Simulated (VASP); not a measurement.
# Hg (Pm-3m) in VASP: further runs, part 2 of 3

VASP 6.6.1. Earlier steps stand in the parts before.

## (4) Single point, PBE (14.90 Å³/atom)

This run uses another cell than the first one, of 14.90 Å³/atom.

Contents of INCAR:

```
SYSTEM = Hg
PREC = Accurate
ENCUT = 520
EDIFF = 1E-7
ISMEAR = -1
SIGMA = 0.08
LREAL = .False.
LASPH = .True.
NELM = 60
ALGO = Normal
ISIF = 2
LWAVE = .False.
LCHARG = .False.
GGA = PE
NBANDS = 12
```

Contents of KPOINTS:

```
regular mesh
0
Gamma
  12 12 12
  0 0 0
```

Contents of POSCAR:

```
Hg
1.0
    2.4609561562      0.0000000000      0.0000000000
    0.0000000000      2.4609561562      0.0000000000
    0.0000000000      0.0000000000      2.4609561562
Hg
1
Direct
    0.0000000000      0.0000000000      0.0000000000
```

Potentials or basis: VASP PAW PBE potentials, release 64 (Hg).

Run with:

```bash
cat potpaw_PBE.64/Hg/POTCAR > POTCAR
mpirun -np 1 vasp_std > vasp.out
```

OUTCAR:

```text
SYSTEM = Hg
   PREC = Accurate
   ENCUT = 520
   EDIFF = 1E-7
   ISMEAR = -1
   LREAL = .False.
   LASPH = .True.
   NELM = 60
   ISIF = 2
   GGA = PE

 ion  position               nearest neighbor table
   1  0.000  0.000  0.000-

  LATTYP: Found a simple cubic cell.
 ALAT       =     2.4609561562

  Lattice vectors:

 A1 = (   2.4609561562,   0.0000000000,   0.0000000000)
 A2 = (   0.0000000000,   2.4609561562,   0.0000000000)
 A3 = (   0.0000000000,   0.0000000000,   2.4609561562)

Analysis of symmetry for initial positions (statically):
=====================================================================
 Subroutine PRICEL returns:
 Original cell was already a primitive cell.

 Routine SETGRP: Setting up the symmetry group for a
 simple cubic supercell.

 Subroutine GETGRP returns: Found 48 space group operations
 (whereof 48 operations were pure point group operations)
 out of a pool of 48 trial point group operations.

The static configuration has the point symmetry O_h .

Analysis of symmetry for dynamics (positions and initial velocities):
=====================================================================
 Subroutine PRICEL returns:
 Original cell was already a primitive cell.

 Routine SETGRP: Setting up the symmetry group for a
 simple cubic supercell.

 Subroutine GETGRP returns: Found 48 space group operations
 (whereof 48 operations were pure point group operations)
 out of a pool of 48 trial point group operations.

The dynamic configuration has the point symmetry O_h .

 Subroutine INISYM returns: Found 48 space group operations
 (whereof 48 operations are pure point group operations),
 and found     1 'primitive' translations

----------------------------------------------------------------------------------------

                                     Primitive cell

  volume of cell :      14.9043

  direct lattice vectors                    reciprocal lattice vectors
     2.460956156  0.000000000  0.000000000     0.406346126  0.000000000  0.000000000
     0.000000000  2.460956156  0.000000000     0.000000000  0.406346126  0.000000000
     0.000000000  0.000000000  2.460956156     0.000000000  0.000000000  0.406346126

  length of vectors
     2.460956156  2.460956156  2.460956156     0.406346126  0.406346126  0.406346126

  position of ions in fractional coordinates (direct lattice)
     0.000000000  0.000000000  0.000000000

  ion indices of the primitive-cell ions
   primitive index   ion index
                 1           1

----------------------------------------------------------------------------------------

 KPOINTS: regular mesh

Automatic generation of k-mesh.
 Grid dimensions read from file:
 generate k-points for:   12   12   12

 Generating k-lattice:

  Cartesian coordinates                     Fractional coordinates (reciprocal lattice)
     0.033862177  0.000000000  0.000000000     0.083333333  0.000000000  0.000000000
     0.000000000  0.033862177  0.000000000     0.000000000  0.083333333  0.000000000
     0.000000000  0.000000000  0.033862177     0.000000000  0.000000000  0.083333333

  Length of vectors
     0.033862177  0.033862177  0.033862177

  Shift w.r.t. Gamma in fractional coordinates (k-lattice)
     0.000000000  0.000000000  0.000000000

 Subroutine IBZKPT returns following result:
 ===========================================

 Found     84 irreducible k-points:

 Following reciprocal coordinates:
            Coordinates               Weight
  0.000000  0.000000  0.000000      1.000000
  0.083333  0.000000  0.000000      6.000000
  0.166667  0.000000  0.000000      6.000000
  0.250000  0.000000  0.000000      6.000000
  0.333333  0.000000  0.000000      6.000000
  0.416667  0.000000  0.000000      6.000000
[... 16 lines left out ...]
  0.333333  0.333333  0.000000     12.000000
  0.416667  0.333333  0.000000     24.000000
 [... further k-points ...]
   k-points           NKPTS =     84   k-points in BZ     NKDIM =     84   number of bands    NBANDS=     12
   number of dos      NEDOS =    301   number of ions     NIONS =      1
   total plane-waves  NPLWV =   5832
   dimension x,y,z NGX =    18 NGY =   18 NGZ =   18
   dimension x,y,z NGXF=    36 NGYF=   36 NGZF=   36
   ions per type =               1
   NGX,Y,Z   is equivalent  to a cutoff of  12.16, 12.16, 12.16 a.u.
   NGXF,Y,Z  is equivalent  to a cutoff of  24.32, 24.32, 24.32 a.u.
 SYSTEM =  Hg
   PREC   = accura    normal or accurate (medium, high low for compatibility)
   ISTART =      0    job   : 0-new  1-cont  2-samecut
   ICHARG =      2    charge: 1-file 2-atom 10-const
   ISPIN  =      1    spin polarized calculation?
   LNONCOLLINEAR =      F non collinear calculations
   LSORBIT =      F    spin-orbit coupling
   LASPH  =      T    aspherical Exc in radial PAW
   ENCUT  =  520.0 eV  38.22 Ry    6.18 a.u.   4.58  4.58  4.58*2*pi/ulx,y,z
   NELM   =     60;   NELMIN=  2; NELMDL= -5     # of ELM steps
   EDIFF  = 0.1E-06   stopping-criterion for ELM
   LREAL  =      F    real-space projection
   EDIFFG = 0.1E-05   stopping-criterion for IOM
   NSW    =      0    number of steps for IOM
   IBRION =     -1    ionic relax: 0-MD 1-quasi-New 2-CG
   NFREE  =      0    steps in history (QN), initial steepest desc. (CG)
   ISIF   =      2    stress and relaxation
   ISYM   =      2    0-nonsym 1-usesym 2-fastsym
   POTIM  = 0.5000    time-step for ionic-motion
   TEBEG  =    0.0;   TEEND  =   0.0 temperature during run
   PSTRESS=    0.0 pullay stress
   NELECT =      12.0000    total number of electrons
   NUPDOWN=      -1.0000    fix difference up-down
   EMIN   =  10.00;   EMAX   =-10.00  energy-range for DOS
   EFERMI =   0.00;   METHOD = LEGACY
   ISMEAR =    -1;   SIGMA  =   0.08  broadening in eV -4-tet -1-fermi 0-gaus
   EFERMI_NEDOS =   21; number of points for ismear=-14 and -15
   IALGO  =     38    algorithm
   IMIX   =      4    mixing-type and parameters
     AMIX     =   0.40;   BMIX     =  1.00
     AMIX_MAG =   1.60;   BMIX_MAG =  1.00
  volume/ion in A,a.u.               =      14.90       100.58
  Fermi-wavevector in a.u.,A,eV,Ry     =   1.522993  2.878040 31.558837  2.319509
  Thomas-Fermi vector in A             =   2.631497
   LORBIT       =      0    0 simple, 1 ext, 2 COOP (PROOUT), +10 PAW based schemes
   GGA     = PE    functional components
   LHFCALC =     F    Hartree Fock is set to
   AEXX    =    0.0000 exact exchange contribution
   IVDW    =     0    specifies the selected vdW correction
   LEPSILON=     F    determine dielectric tensor
   LRPA    =     F    only Hartree local field effects (RPA)
 non-spin polarized calculation
  energy-cutoff  :      520.00
  volume of cell :       14.90
 maximum number of plane-waves:       432
   NGX =  9   NGY =  9   NGZ =  9

 number of electron      11.9999996 magnetization

 Free energy of the ion-electron system (eV)
  ---------------------------------------------------
  ext. energy  EPLUGINS =         0.00000000
  ---------------------------------------------------
  free energy    TOTEN  =         2.72747273 eV

  energy without entropy =        2.73482678  energy(sigma->0) =        2.73114975

 E-fermi :   8.4317     XC(G=0): -13.4461

 val. band max:        8.4092508237   @ k =   0.5000   0.4167   0.0833
 cond. band min:       8.4809639167   @ k =   0.4167   0.0833   0.0000
 fundamental gap:      0.0717130930
 Fermi energy:         8.4316843247

 k-point     1 :       0.0000    0.0000    0.0000
  band No.  band energies     occupation
      1      -6.1838      2.00000
      2      -4.6763      2.00000
      3      -4.6763      2.00000
      4       1.4839      2.00000
      5       1.4839      2.00000
      6       1.4839      2.00000
      7      21.2376      0.00000
      8      21.2376      0.00000
      9      21.2376      0.00000
     10      27.2755      0.00000
     11      29.6209      0.00000
     12      29.6209      0.00000

 k-point     2 :       0.0833    0.0000    0.0000
  band No.  band energies     occupation
      1      -5.9691      2.00000
      2      -4.6402      2.00000
      3      -4.4675      2.00000
      4       1.3156      2.00000
      5       1.3156      2.00000
      6       1.4975      2.00000
      7      19.5663      0.00000
      8      21.6061      0.00000
      9      21.6061      0.00000
     10      28.0282      0.00000
     11      28.9805      0.00000
     12      30.8581      0.00000
[... 316 lines left out ...]
 k-point    24 :       0.4167    0.3333    0.0000
  band No.  band energies     occupation
      1      -3.7875      2.00000
      2      -3.5969      2.00000
      3      -0.2708      2.00000
      4       0.1366      2.00000
      5       0.6190      2.00000
      6       4.6419      2.00000
      7      10.1757      0.00000
      8      16.5193      0.00000
      9      20.8785      0.00000
     10      28.3425      0.00000
     11      31.4872      0.00000
     12      31.8885      0.00000

 [... further k-points ...]
[... 5 lines left out ...]
  --------------------------------------------------------------------------------------
  -------------------------------------------------------------------------------------
  Total       13.1445815     13.1445815     13.1445815      0.0000000      0.0000000      0.0000000
  in kB     1413.0115636   1413.0115636   1413.0115636      0.0000000      0.0000000      0.0000000
  external PRESSURE =    1413.0115636 kB  Pullay stress =       0.0000000 kB

 VOLUME and BASIS-vectors are now :
 -----------------------------------------------------------------------------
  energy-cutoff  :      520.00
  volume of cell :       14.90
      direct lattice vectors                 reciprocal lattice vectors
     2.460956156  0.000000000  0.000000000     0.406346126  0.000000000  0.000000000
     0.000000000  2.460956156  0.000000000     0.000000000  0.406346126  0.000000000
     0.000000000  0.000000000  2.460956156     0.000000000  0.000000000  0.406346126

 POSITION                                       TOTAL-FORCE (eV/Angst)
 -----------------------------------------------------------------------------------
      0.00000      0.00000      0.00000         0.000000      0.000000      0.000000
 -----------------------------------------------------------------------------------
    total drift:                               -0.000000      0.000000      0.000000

  FREE ENERGIE OF THE ION-ELECTRON SYSTEM (eV)
  ---------------------------------------------------
  free  energy   TOTEN  =         2.7274727316 eV

  energy  without entropy=        2.7348267780  energy(sigma->0) =        2.73114975
```

OSZICAR:

```text
N       E                     dE             d eps       ncg     rms          rms(c)
DAV:   1     0.786136652809E+02    0.78614E+02   -0.71338E+03  2152   0.105E+03
DAV:   2     0.370996425319E+01   -0.74904E+02   -0.71750E+02  2208   0.254E+02
DAV:   3     0.261175035226E+01   -0.10982E+01   -0.10976E+01  2364   0.325E+01
DAV:   4     0.261071023612E+01   -0.10401E-02   -0.10401E-02  2216   0.104E+00
DAV:   5     0.261070926089E+01   -0.97522E-06   -0.97622E-06  2320   0.301E-02    0.203E+01
DAV:   6     0.269488094848E+01    0.84172E-01   -0.84917E-02  2168   0.345E+00    0.125E+01
DAV:   7     0.272616477216E+01    0.31284E-01   -0.42283E-02  2100   0.216E+00    0.738E-01
DAV:   8     0.272748740549E+01    0.13226E-02   -0.61156E-03  2144   0.106E+00    0.607E-02
DAV:   9     0.272747680589E+01   -0.10600E-04   -0.21814E-05  2276   0.459E-02    0.173E-02
DAV:  10     0.272747272326E+01   -0.40826E-05   -0.25883E-06  2212   0.151E-02    0.262E-03
DAV:  11     0.272747273160E+01    0.83417E-08   -0.82747E-08  1720   0.264E-03
   1 F= 0.27274727E+01 E0= 0.27311498E+01  d E =-.735405E-02
```

It used 15 s of CPU time on 1 thread of Intel Xeon 8259CL, with other jobs on the host.

What came out:

| Quantity | Value |
| --- | --- |
| Free energy | 2.7275 eV |
| Pressure | 141.3 GPa |
| Band gap on the k mesh | zero (bands 6 and 7 overlap by 7.94 eV) |

Caveat: the cell stands under pressure; spin-orbit coupling is left out, which moves the levels of the heavy elements.

## (5) Single point, PBE (14.90 Å³/atom)

This run uses another cell than the first one, of 14.90 Å³/atom.

Contents of INCAR:

```
PREC = Accurate
ENCUT = 520
EDIFF = 1E-6
ISMEAR = -1
SIGMA = 0.08
LREAL = False
LASPH = True
NELM = 60
ALGO = Normal
ISIF = 2
LWAVE = False
LCHARG = False
GGA = PE
NBANDS = 12
```

Contents of KPOINTS:

```
Automatic mesh
0
Gamma
  12 12 12
```

POSCAR is that of step 4.

Potentials or basis: VASP PAW PBE potentials, release 64 (Hg).

Run with:

```bash
cat potpaw_PBE.64/Hg/POTCAR > POTCAR
mpirun -np 1 vasp_std > vasp.out
```

OUTCAR:

```text
PREC = Accurate
   ENCUT = 520
   EDIFF = 1E-6
   ISMEAR = -1
   LREAL = False
   LASPH = True
   NELM = 60
   ISIF = 2
   GGA = PE

 ion  position               nearest neighbor table
   1  0.000  0.000  0.000-

  LATTYP: Found a simple cubic cell.
 ALAT       =     2.4609561562

  Lattice vectors:

 A1 = (   2.4609561562,   0.0000000000,   0.0000000000)
 A2 = (   0.0000000000,   2.4609561562,   0.0000000000)
 A3 = (   0.0000000000,   0.0000000000,   2.4609561562)

Analysis of symmetry for initial positions (statically):
=====================================================================
 Subroutine PRICEL returns:
 Original cell was already a primitive cell.

 Routine SETGRP: Setting up the symmetry group for a
 simple cubic supercell.

 Subroutine GETGRP returns: Found 48 space group operations
 (whereof 48 operations were pure point group operations)
 out of a pool of 48 trial point group operations.

The static configuration has the point symmetry O_h .

Analysis of symmetry for dynamics (positions and initial velocities):
=====================================================================
 Subroutine PRICEL returns:
 Original cell was already a primitive cell.

 Routine SETGRP: Setting up the symmetry group for a
 simple cubic supercell.

 Subroutine GETGRP returns: Found 48 space group operations
 (whereof 48 operations were pure point group operations)
 out of a pool of 48 trial point group operations.

The dynamic configuration has the point symmetry O_h .

 Subroutine INISYM returns: Found 48 space group operations
 (whereof 48 operations are pure point group operations),
 and found     1 'primitive' translations

----------------------------------------------------------------------------------------

                                     Primitive cell

[... 105 lines left out ...]
   IALGO  =     38    algorithm
   IMIX   =      4    mixing-type and parameters
     AMIX     =   0.40;   BMIX     =  1.00
     AMIX_MAG =   1.60;   BMIX_MAG =  1.00
  volume/ion in A,a.u.               =      14.90       100.58
  Fermi-wavevector in a.u.,A,eV,Ry     =   1.522993  2.878040 31.558837  2.319509
  Thomas-Fermi vector in A             =   2.631497
   LORBIT       =      0    0 simple, 1 ext, 2 COOP (PROOUT), +10 PAW based schemes
   GGA     = PE    functional components
   LHFCALC =     F    Hartree Fock is set to
   AEXX    =    0.0000 exact exchange contribution
   IVDW    =     0    specifies the selected vdW correction
   LEPSILON=     F    determine dielectric tensor
   LRPA    =     F    only Hartree local field effects (RPA)
 non-spin polarized calculation
  energy-cutoff  :      520.00
  volume of cell :       14.90
 maximum number of plane-waves:       432
   NGX =  9   NGY =  9   NGZ =  9

 number of electron      11.9999996 magnetization

 Free energy of the ion-electron system (eV)
  ---------------------------------------------------
  ext. energy  EPLUGINS =         0.00000000
  ---------------------------------------------------
  free energy    TOTEN  =         2.72747273 eV

  energy without entropy =        2.73482678  energy(sigma->0) =        2.73114975

 E-fermi :   8.4317     XC(G=0): -13.4461

 val. band max:        8.4092508237   @ k =   0.5000   0.4167   0.0833
 cond. band min:       8.4809639167   @ k =   0.4167   0.0833   0.0000
 fundamental gap:      0.0717130930
 Fermi energy:         8.4316843246

 k-point     1 :       0.0000    0.0000    0.0000
  band No.  band energies     occupation
      1      -6.1838      2.00000
      2      -4.6763      2.00000
      3      -4.6763      2.00000
      4       1.4839      2.00000
      5       1.4839      2.00000
      6       1.4839      2.00000
      7      21.2376      0.00000
      8      21.2376      0.00000
      9      21.2376      0.00000
     10      27.2755      0.00000
     11      29.6209      0.00000
     12      29.6209      0.00000
[... 331 lines left out ...]
 k-point    24 :       0.4167    0.3333    0.0000
  band No.  band energies     occupation
      1      -3.7875      2.00000
      2      -3.5969      2.00000
      3      -0.2708      2.00000
      4       0.1366      2.00000
      5       0.6190      2.00000
      6       4.6419      2.00000
      7      10.1757      0.00000
      8      16.5193      0.00000
      9      20.8785      0.00000
     10      28.3425      0.00000
     11      31.4872      0.00000
     12      31.8885      0.00000

 [... further k-points ...]
[... 5 lines left out ...]
  --------------------------------------------------------------------------------------
  -------------------------------------------------------------------------------------
  Total       13.1445334     13.1445334     13.1445334      0.0000000     -0.0000000     -0.0000000
  in kB     1413.0063967   1413.0063967   1413.0063967      0.0000000     -0.0000000     -0.0000000
  external PRESSURE =    1413.0063967 kB  Pullay stress =       0.0000000 kB

 VOLUME and BASIS-vectors are now :
 -----------------------------------------------------------------------------
  energy-cutoff  :      520.00
  volume of cell :       14.90
      direct lattice vectors                 reciprocal lattice vectors
     2.460956156  0.000000000  0.000000000     0.406346126  0.000000000  0.000000000
     0.000000000  2.460956156  0.000000000     0.000000000  0.406346126  0.000000000
     0.000000000  0.000000000  2.460956156     0.000000000  0.000000000  0.406346126

 POSITION                                       TOTAL-FORCE (eV/Angst)
 -----------------------------------------------------------------------------------
      0.00000      0.00000      0.00000         0.000000      0.000000      0.000000
 -----------------------------------------------------------------------------------
    total drift:                                0.000000      0.000000      0.000000

  FREE ENERGIE OF THE ION-ELECTRON SYSTEM (eV)
  ---------------------------------------------------
  free  energy   TOTEN  =         2.7274727316 eV

  energy  without entropy=        2.7348267780  energy(sigma->0) =        2.73114975
```

stdout:

```text
POSCAR found type information on POSCAR Hg
 POSCAR found :  1 types and       1 ions
 scaLAPACK will be used
 LDA part: xc-table for (Slater+PW92), standard interpolation
 POSCAR, INCAR and KPOINTS ok, starting setup
 FFT: planning ... GRIDC
 FFT: planning ... GRID_SOFT
 FFT: planning ... GRID
 WAVECAR not read
 entering main loop
```

It took 21 s on 1 thread of Intel Xeon 8259CL, shared host; peak memory 0.13 GiB.

Results:

```yaml
Free_energy: 2.7275 eV
Pressure: 141.3 GPa
Band_gap_on_the_k_mesh: zero (bands 6 and 7 overlap by 7.94 eV)
```

Caveat: the cell stands under pressure; spin-orbit coupling is left out, which moves the levels of the heavy elements.

(Part 2 of 3 ends here.)
